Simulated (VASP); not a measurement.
# H2CO in VASP: single point with PBE+D3(BJ)

Aim: the single point of H2CO with PBE+D3(BJ).

Everything below comes from runs of VASP 6.6.1. Logs are shortened: lines on timing, memory, paths and dates and some standing lists are left out, and cuts for length are marked.

### Step 1. The cell of the first run

The cell holds a disordered packing, 40 atoms: a = 8.005 Å, b = 7.950 Å, c = 8.015 Å, α = 89.54°, β = 89.72°, γ = 90.25°.

### Step 2. Single point, PBE+D3(BJ)

Contents of INCAR:

```
SYSTEM = H2CO
  ALGO = Normal
  EDIFF = 1E-6
  ENCUT = 1000
  GGA = PE
  GGA_COMPAT = .FALSE.
  ISIF = 2
  ISMEAR = -1
  IVDW = 12
  LASPH = .TRUE.
  LCHARG = .FALSE.
  LREAL = Auto
  LWAVE = .FALSE.
  NBANDS = 86
  NELM = 120
  PREC = Accurate
  SIGMA = 0.02
```

Contents of KPOINTS:

```
k-points
0
G
  1 1 1
  0 0 0
```

Contents of POSCAR:

```
H2CO
1.0
    8.0047730000     -0.0172560000      0.0193320000
   -0.0172560000      7.9501780000      0.0322940000
    0.0193320000      0.0322940000      8.0150610000
O C H
10 10 20
Direct
    0.5221153966      0.4140652332      0.4619222040
    0.0056928810      0.7544527362      0.6801477429
    0.4163820810      0.6818728081      0.0580569632
    0.6507688303      0.8964266518      0.3368496053
    0.0662689642      0.0610152691      0.2682011355
    0.5004875735      0.5191452013      0.7846552009
    0.4316444776      0.1157427819      0.9559899359
    0.8925220620      0.4434920414      0.4508791176
    0.7787915954      0.4718494279     -0.0262622461
    0.4759955890      0.0149805913      0.6166907863
    0.5237902840      0.3254716256      0.3307477392
   -0.0859577213      0.8714127102      0.6574148759
    0.2655222879      0.7013034263      0.0184177052
    0.6791868928      0.8351570998      0.2004226038
    0.1984154398      0.1067749106      0.3296064801
    0.5363117959      0.6357981383      0.6888655689
    0.2978161837      0.1882317694      0.9154345626
    1.0225207639      0.4932141516      0.4119750019
    0.8182316813      0.3628109726      0.0621661304
    0.6061076455      0.0538541287      0.6815223941
    0.5305921713      0.1896177957      0.3208233942
    0.4876070484      0.3817014370      0.2018882844
   -0.0999792853      0.9543582526      0.7697025330
   -0.1621051814      0.8912259828      0.5480123689
    0.2239444436      0.7772351764     -0.0834091377
    0.1650641156      0.6336361289      0.0844842398
    0.5955617691      0.8521474321      0.0914487551
    0.7735524534      0.7219533208      0.1886112811
    0.3019390629      0.0667943033      0.2534111542
    0.2220337793      0.1764999495      0.4404966791
    0.4401525000      0.7032538533      0.6007914465
    0.6505834949      0.7165525810      0.7185825000
    0.2556321437      0.1441604492      0.8023148672
    0.2161137767      0.2692704159      0.9934205454
    1.0709448531      0.4705986125      0.2767538491
    1.0864330315      0.5784095097      0.4982018128
    0.8827604133      0.2328705818      0.0114676798
    0.7726375897      0.3438467286      0.2040607282
    0.6386792673     -0.0018966914      0.7958160648
    0.6923342307      0.1605221603      0.6461625048
```

Potentials or basis: VASP PAW PBE potentials, release 64 (O_h, C_h, H_h).

Run with:

```console
$ cat potpaw_PBE.64/O_h/POTCAR potpaw_PBE.64/C_h/POTCAR potpaw_PBE.64/H_h/POTCAR > POTCAR
$ mpirun -np 1 vasp_gam > vasp.out
```

OUTCAR:

```text
SYSTEM = H2CO
   EDIFF = 1E-6
   ENCUT = 1000
   GGA = PE
   ISIF = 2
   ISMEAR = -1
   IVDW = 12
   LASPH = .TRUE.
   LREAL = Auto
   NELM = 120
   PREC = Accurate
 IVDW          = 12

 ion  position               nearest neighbor table
   1  0.522  0.414  0.462-  11 1.27
   2  0.006  0.754  0.680-  12 1.20
   3  0.416  0.682  0.058-  13 1.26
   4  0.651  0.896  0.337-  14 1.22
   5  0.066  0.061  0.268-  15 1.22
   6  0.500  0.519  0.785-  16 1.23
   7  0.432  0.116  0.956-  17 1.26
   8  0.893  0.443  0.451-  18 1.15
   9  0.779  0.472  0.974-  19 1.16
  10  0.476  0.015  0.617-  20 1.21
  11  0.524  0.325  0.331-  21 1.09  22 1.16   1 1.27
  12  0.914  0.871  0.657-  24 1.08  23 1.13   2 1.20
  13  0.266  0.701  0.018-  25 1.07  26 1.10   3 1.26
  14  0.679  0.835  0.200-  27 1.11  28 1.18   4 1.22
  15  0.198  0.107  0.330-  30 1.07  29 1.08   5 1.22
  16  0.536  0.636  0.689-  32 1.14  31 1.18   6 1.23
  17  0.298  0.188  0.915-  33 1.03  34 1.11   7 1.26
  18  0.023  0.493  0.412-  36 1.10   8 1.15  35 1.16
  19  0.818  0.363  0.062-   9 1.16  38 1.20
  20  0.606  0.054  0.682-  39 1.05  40 1.12  10 1.21
  21  0.531  0.190  0.321-  11 1.09
  22  0.488  0.382  0.202-  11 1.16
  23  0.900  0.954  0.770-  12 1.13
  24  0.838  0.891  0.548-  12 1.08
  25  0.224  0.777  0.917-  13 1.07
  26  0.165  0.634  0.084-  13 1.10
[... 8 lines left out ...]
  35  0.071  0.471  0.277-  18 1.16
  36  0.086  0.578  0.498-  18 1.10
  37  0.883  0.233  0.011-
  38  0.773  0.344  0.204-  19 1.20
  39  0.639  0.998  0.796-  20 1.05
  40  0.692  0.161  0.646-  20 1.12

  LATTYP: Found a triclinic cell.
 ALAT       =    11.3063310510
 B/A-ratio  =     0.7031690723
 C/A-ratio  =     1.5865831374
 COS(alpha) =     0.0002393911
 COS(beta)  =     0.6335605440
 COS(gamma) =     0.7062250244

  Lattice vectors:

 A1 = (  -8.0220290000,   7.9674340000,   0.0129620000)
 A2 = (  -0.0172560000,   7.9501780000,   0.0322940000)
 A3 = ( -16.0288780000,   0.0022180000,  -8.0537250000)

Analysis of symmetry for initial positions (statically):
=====================================================================
 Subroutine PRICEL returns:
 Original cell was already a primitive cell.

 Routine SETGRP: Setting up the symmetry group for a
 triclinic supercell.

 Subroutine GETGRP returns: Found  1 space group operations
 (whereof  1 operations were pure point group operations)
 out of a pool of  2 trial point group operations.

The static configuration has the point symmetry C_1 .

Analysis of symmetry for dynamics (positions and initial velocities):
=====================================================================
 Subroutine PRICEL returns:
 Original cell was already a primitive cell.

 Routine SETGRP: Setting up the symmetry group for a
 triclinic supercell.

 Subroutine GETGRP returns: Found  1 space group operations
 (whereof  1 operations were pure point group operations)
 out of a pool of  2 trial point group operations.

The dynamic configuration has the point symmetry C_1 .

 Subroutine INISYM returns: Found  1 space group operations
 (whereof  1 operations are pure point group operations),
 and found     1 'primitive' translations

----------------------------------------------------------------------------------------

                                     Primitive cell

  volume of cell :     510.0597

  direct lattice vectors                    reciprocal lattice vectors
     8.004773000 -0.017256000  0.019332000     0.124926784  0.000272384 -0.000302416
    -0.017256000  7.950178000  0.032294000     0.000272384  0.125786000 -0.000507469
     0.019332000  0.032294000  8.015061000    -0.000302416 -0.000507469  0.124767888

  length of vectors
     8.004814943  7.950262317  8.015149372     0.124927447  0.125787318  0.124769287

  position of ions in fractional coordinates (direct lattice)
     0.522115397  0.414065233  0.461922204
     0.005692881  0.754452736  0.680147743
     0.416382081  0.681872808  0.058056963
     0.650768830  0.896426652  0.336849605
     0.066268964  0.061015269  0.268201136
     0.500487574  0.519145201  0.784655201
[... 32 lines left out ...]
     0.638679267  0.998103309  0.795816065
     0.692334231  0.160522160  0.646162505

  ion indices of the primitive-cell ions
   primitive index   ion index
                 1           1
                 2           2
                 3           3
                 4           4
                 5           5
                 6           6
[... 32 lines left out ...]
                39          39
                40          40

----------------------------------------------------------------------------------------

 KPOINTS: k-points

Automatic generation of k-mesh.
 Grid dimensions read from file:
 generate k-points for:    1    1    1

 Generating k-lattice:

  Cartesian coordinates                     Fractional coordinates (reciprocal lattice)
     0.124926784  0.000272384 -0.000302416     1.000000000 -0.000000000  0.000000000
     0.000272384  0.125786000 -0.000507469     0.000000000  1.000000000  0.000000000
    -0.000302416 -0.000507469  0.124767888     0.000000000  0.000000000  1.000000000

  Length of vectors
     0.124927447  0.125787318  0.124769287

  Shift w.r.t. Gamma in fractional coordinates (k-lattice)
     0.000000000  0.000000000  0.000000000

 Subroutine IBZKPT returns following result:
 ===========================================

 Found      1 irreducible k-points:

 Following reciprocal coordinates:
            Coordinates               Weight
  0.000000  0.000000  0.000000      1.000000
   k-points           NKPTS =      1   k-points in BZ     NKDIM =      1   number of bands    NBANDS=     86
   number of dos      NEDOS =    301   number of ions     NIONS =     40
   total plane-waves  NPLWV = 592704
   dimension x,y,z NGX =    84 NGY =   84 NGZ =   84
   dimension x,y,z NGXF=   168 NGYF=  168 NGZF=  168
   ions per type =              10  10  20
   NGX,Y,Z   is equivalent  to a cutoff of  17.45, 17.57, 17.42 a.u.
   NGXF,Y,Z  is equivalent  to a cutoff of  34.89, 35.13, 34.85 a.u.
 SYSTEM =  H2CO
   PREC   = accura    normal or accurate (medium, high low for compatibility)
   ISTART =      0    job   : 0-new  1-cont  2-samecut
   ICHARG =      2    charge: 1-file 2-atom 10-const
   ISPIN  =      1    spin polarized calculation?
   LNONCOLLINEAR =      F non collinear calculations
   LSORBIT =      F    spin-orbit coupling
   LASPH  =      T    aspherical Exc in radial PAW
   ENCUT  = 1000.0 eV  73.50 Ry    8.57 a.u.  20.64 20.50 20.67*2*pi/ulx,y,z
   NELM   =    120;   NELMIN=  2; NELMDL= -5     # of ELM steps
   EDIFF  = 0.1E-05   stopping-criterion for ELM
   LREAL  =      T    real-space projection
   EDIFFG = 0.1E-04   stopping-criterion for IOM
   NSW    =      0    number of steps for IOM
   IBRION =     -1    ionic relax: 0-MD 1-quasi-New 2-CG
   NFREE  =      0    steps in history (QN), initial steepest desc. (CG)
   ISIF   =      2    stress and relaxation
   ISYM   =      2    0-nonsym 1-usesym 2-fastsym
   POTIM  = 0.5000    time-step for ionic-motion
   TEBEG  =    0.0;   TEEND  =   0.0 temperature during run
   PSTRESS=    0.0 pullay stress
   NELECT =     120.0000    total number of electrons
   NUPDOWN=      -1.0000    fix difference up-down
   EMIN   =  10.00;   EMAX   =-10.00  energy-range for DOS
   EFERMI =   0.00;   METHOD = LEGACY
   ISMEAR =    -1;   SIGMA  =   0.02  broadening in eV -4-tet -1-fermi 0-gaus
   EFERMI_NEDOS =   21; number of points for ismear=-14 and -15
   IALGO  =     38    algorithm
   IMIX   =      4    mixing-type and parameters
     AMIX     =   0.40;   BMIX     =  1.00
     AMIX_MAG =   1.60;   BMIX_MAG =  1.00
  volume/ion in A,a.u.               =      12.75        86.05
  Fermi-wavevector in a.u.,A,eV,Ry     =   1.010636  1.909826 13.896797  1.021386
  Thomas-Fermi vector in A             =   2.143638
   LORBIT       =      0    0 simple, 1 ext, 2 COOP (PROOUT), +10 PAW based schemes
   GGA     = PE    functional components
   LHFCALC =     F    Hartree Fock is set to
   AEXX    =    0.0000 exact exchange contribution
   IVDW    =    12    specifies the selected vdW correction
   LEPSILON=     F    determine dielectric tensor
   LRPA    =     F    only Hartree local field effects (RPA)
 non-spin polarized calculation
  energy-cutoff  :     1000.00
  volume of cell :      510.06
 maximum number of plane-waves:     18315
 NGX is ok and might be reduce to    84
   NGX = 41   NGY = 41   NGZ = 41

 number of electron     120.0000003 magnetization

 Free energy of the ion-electron system (eV)
  ---------------------------------------------------
  ext. energy  EPLUGINS =         0.00000000
  ---------------------------------------------------
  free energy    TOTEN  =      -220.51148812 eV

  energy without entropy =     -220.51148812  energy(sigma->0) =     -220.51148812

 E-fermi :  -1.1652     XC(G=0):  -6.7483

 val. band max:       -1.7492060296   @ k =   0.0000   0.0000   0.0000
 cond. band min:       0.4096197518   @ k =   0.0000   0.0000   0.0000
 fundamental gap:      2.1588257813
 Fermi energy:        -1.1652084320

 k-point     1 :       0.0000    0.0000    0.0000
  band No.  band energies     occupation
      1     -23.8050      2.00000
      2     -23.6866      2.00000
      3     -23.2394      2.00000
      4     -23.0212      2.00000
      5     -22.7717      2.00000
      6     -22.5485      2.00000
[... 64 lines left out ...]
     71       3.0763      0.00000
     72       3.8583      0.00000
 [bands above 72 left out]

------------------------ aborting loop because EDIFF is reached ----------------------------------------

 Edisp (eV)   -1.77079

 E8    (eV) :    -0.4108

  FORCE on cell =-STRESS in cart. coord.  units (eV):
  Direction    XX          YY          ZZ          XY          YZ          ZX
  --------------------------------------------------------------------------------------
  -------------------------------------------------------------------------------------
  Total       2.49313    -0.30605     1.52567     3.50055    -2.50367    -0.80767
  in kB       7.83132    -0.96136     4.79236    10.99578    -7.86442    -2.53703
  external pressure =        3.89 kB  Pullay stress =        0.00 kB

 VOLUME and BASIS-vectors are now :
 -----------------------------------------------------------------------------
  energy-cutoff  :     1000.00
  volume of cell :      510.06
      direct lattice vectors                 reciprocal lattice vectors
     8.004773000 -0.017256000  0.019332000     0.124926784  0.000272384 -0.000302416
    -0.017256000  7.950178000  0.032294000     0.000272384  0.125786000 -0.000507469
     0.019332000  0.032294000  8.015061000    -0.000302416 -0.000507469  0.124767888

 POSITION                                       TOTAL-FORCE (eV/Angst)
 -----------------------------------------------------------------------------------
      4.18120      3.29780      3.72580         0.240390     -2.613092     -3.241579
      0.04570      6.01990      5.47590         1.010554     -1.124440     -0.438872
      3.32240      5.41570      0.49540        -3.400416      0.438387     -0.660366
      5.20030      7.12640      2.74140         0.393232      0.175377     -0.870918
      0.53460      0.49260      2.15290        -0.580008      0.607405      1.072324
      4.01250      4.14400      6.31550         0.225234      0.960121     -1.725970
[... 32 lines left out ...]
      5.11064      7.94978      6.42309         0.744261     -1.193016      1.753017
      5.55170      1.28510      5.19760        -0.362630     -0.162956     -0.629562
 -----------------------------------------------------------------------------------
    total drift:                               -0.001472      0.001738     -0.000680

  FREE ENERGIE OF THE ION-ELECTRON SYSTEM (eV)
  ---------------------------------------------------
  free  energy   TOTEN  =      -222.2822805899 eV

  energy  without entropy=     -222.2822805899  energy(sigma->0) =     -222.28228059
```

It took 3.2 min on 1 thread of Intel Xeon 6975P-C (Granite Rapids), shared host; peak memory 1 GiB.

Results:

| Property | Result |
| --- | --- |
| Free energy | -222.2823 eV |
| Pressure | 0.4 GPa |
| Largest force | 5.844 eV/Å |
| Band gap on the k mesh | 2.16 eV |
| Dispersion energy per atom | -0.044 eV |

Forces on the atoms (eV/Å):
```
O    0.240 -2.613 -3.242
O    1.011 -1.124 -0.439
O   -3.400  0.438 -0.660
O    0.393  0.175 -0.871
O   -0.580  0.607  1.072
O    0.225  0.960 -1.726
O   -2.389  2.194  0.712
O   -5.003 -2.349  1.500
O   -0.314  2.895 -1.786
O   -0.348  0.167 -0.796
C   -1.340  3.183  0.991
C   -0.022  0.465  2.056
C    3.266 -1.135  1.489
C    0.213 -1.881  0.930
C   -0.786 -1.550 -2.339
C   -1.472  0.724  1.760
C    3.201 -1.899  2.174
C    3.968  1.986 -2.231
C    0.273 -5.274  2.503
C   -0.452  1.397 -0.533
H    0.611 -0.779  0.786
H    0.518  0.055  1.099
H   -0.225  0.529 -0.532
H   -0.363  0.196 -0.941
H   -0.096  0.909 -1.065
H   -0.247 -0.252  0.367
H    0.460  0.534 -0.045
H   -0.646  1.398 -0.056
H    1.615  0.087  0.053
H   -0.256  0.691  1.279
H    1.207 -1.151  0.593
H   -0.244 -0.722 -0.620
H   -1.457 -0.147 -2.668
H    0.555  0.115  0.108
H    0.203  0.097  0.839
H    0.965  0.137 -0.094
H   -0.449  1.731  0.614
H    0.784  0.562 -1.405
H    0.744 -1.193  1.753
H   -0.363 -0.163 -0.630
```

Stress tensor (GPa, compression positive):
```
 0.78  1.10 -0.25
 1.10 -0.10 -0.79
-0.25 -0.79  0.48
```

Caveat: the k points lie up to 0.79 Å⁻¹ apart; the atoms stand as in a frame of molecular dynamics.
